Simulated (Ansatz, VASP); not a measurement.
**KF: VASP beside Ansatz**

```xyz
2
Lattice="3.0668 0.0000 0.0000 0.0000 3.0668 0.0000 0.0000 0.0000 3.6802" Properties=species:S:1:pos:R:3 pbc="T T T"
K     0.0000    0.0000    0.0000
F     1.5334    1.5334    1.8401
```

Alike in both runs: task single point; functional PBE; k mesh 8 × 8 × 8; occupations gaussian, width 0.05 eV; no spin polarisation.

|  | VASP | Ansatz |
| --- | --- | --- |
| version | VASP 6.6.1 | Ansatz 0.2.0 |
| potentials or method | VASP PAW PBE potentials, release 64 (K_sv, F), cutoff 520 eV | scalar-relativistic, plane waves, PAW |
| valence electrons in the cell | 16 | 16 |

|  | VASP | Ansatz | Ansatz less VASP |
| --- | --- | --- | --- |
| gap on the k mesh at the Fermi level (eV) | 5.68 | 5.69 | +0.017 |
| least direct gap on the mesh (eV) | 5.75 | 5.77 | +0.017 |
| pressure (GPa) | 0.1 | 0.1 | 0.00 |
| traceless stress, the component that is largest in VASP (GPa) | -10.91 | -10.90 | +0.009 |

With one functional, cell and mesh, what is left measures potentials, basis and numerics.
